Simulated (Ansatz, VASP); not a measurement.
Two plane-wave programs on Ir

```
Ir
1.0
     2.71995    0.00000    0.00000
    -1.35998    2.35555    0.00000
     0.00000    0.00000    8.89062
Ir
4
Direct
  0.00000 0.00000 0.00000
  0.00000 0.00000 0.50000
  0.33333 0.66667 0.25000
  0.66667 0.33333 0.75000
```

Alike in both runs: functional r2SCAN; k mesh 13 × 13 × 4; occupations fermi-dirac, width 0.1 eV; no spin polarisation.

Ansatz relaxed the structure, and its values are those at the end. VASP's run is a single point on that final structure, the one shown.

|  | VASP | Ansatz |
| --- | --- | --- |
| version | VASP 6.6.1 | Ansatz 0.2.0 |
| potentials or method | VASP PAW PBE potentials, release 64 (Ir), cutoff 520 eV | plane waves (500 eV) with PAW, scalar-relativistic |
| valence electrons in the cell | 36 | 68 |

|  | VASP | Ansatz | Ansatz less VASP |
| --- | --- | --- | --- |
| pressure (GPa) | 2.5 | 0.0 | -2.47 |

VASP's potentials were made for PBE, not for r2SCAN. The functional is the same, so the differences come from potentials, cutoffs and numerics. VASP's potentials hold 36 valence electrons a cell and Ansatz's 68, so a difference there can come from the potentials and not from the codes.

Neither program's run includes spin-orbit coupling.
